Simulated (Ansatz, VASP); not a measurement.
## SiF: VASP beside Ansatz

```
Si F
1.0
     1.33860    0.77284    3.85933
    -1.33860    0.77284    3.85933
     0.00000   -1.54568    3.85933
Si F
1 1
Direct
  0.50000 0.50000 0.50000
  0.00000 0.00000 0.00000
```

Alike in both runs: task single point; functional PBE; k mesh 10 × 10 × 10; occupations fermi-dirac, width 0.05 eV; no spin polarisation.

|  | VASP | Ansatz |
| --- | --- | --- |
| version | VASP 6.6.1 | Ansatz 0.2.0 |
| potentials or method | VASP PAW PBE potentials, release 64 (Si, F) | Ansatz PAW |
| plane-wave cutoff (eV) | 520 | 420 |
| valence electrons in the cell | 11 | 11 |

VASP gave:

```
gap on the k mesh at the Fermi level (eV)                     : none
pressure (GPa)                                                : 1.2
traceless stress, the component that is largest in VASP (GPa) : 2.63
```

Task: Estimate Ansatz's values.

Result: gap on the k mesh at the Fermi level (eV): none; pressure (GPa): 1.4; traceless stress, the component that is largest in VASP (GPa): 2.61.

A gap of «none» marks a metal or a gap that the smearing closes. The functional is the same, so the differences come from potentials, cutoffs and numerics.
